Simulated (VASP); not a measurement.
Write the native input for VASP 6.6.1 that does the following.

```yaml
Task: single point
Functional: PBE
Potentials_or_basis: VASP PAW PBE potentials, release 64 (Ru_pv, Al)
Cutoff: 500 eV
k_mesh: 8 × 8 × 8
Occupations: fermi-dirac, width 0.05 eV
Spin: no spin polarisation
Dipole_correction: no
Further_INCAR_settings: ALGO = Normal; EDIFF = 1e-06; NBANDS = 16
```

The structure of AlRu lies in POSCAR:

```
AlRu
1.0
    2.9916000000      0.0000000000      0.0000000000
    0.0000000000      2.9916000000      0.0000000000
    0.0000000000      0.0000000000      2.9916000000
Ru Al
1 1
Direct
    0.5000000000      0.5000000000      0.5000000000
    0.0000000000      0.0000000000      0.0000000000
```

These files were run (other wordings do the same):

INCAR

```
PREC = Accurate
ENCUT = 500
EDIFF = 1E-6
ISMEAR = -1
SIGMA = 0.05
LREAL = F
LASPH = T
NELM = 120
ALGO = Normal
ISIF = 2
LWAVE = F
LCHARG = T
GGA = PE
LELF = T
LVHAR = T
NBANDS = 16
GGA_COMPAT = F
```

KPOINTS

```
Automatic mesh
0
Gamma
  8 8 8
```

Potentials or basis: VASP PAW PBE potentials, release 64 (Ru_pv, Al).

The run is started by

```console
$ cat potpaw_PBE.64/Ru_pv/POTCAR potpaw_PBE.64/Al/POTCAR > POTCAR
$ mpirun -np 1 vasp_std > vasp.out
```

It gave:

```
Pressure               : 2.9 GPa
Band gap on the k mesh : zero (an odd number of electrons rules out a gap without spin polarisation)
```

Wall time 15 s on 1 thread of Intel Xeon 8259CL, with other jobs on the host, peak memory 0.14 GiB.
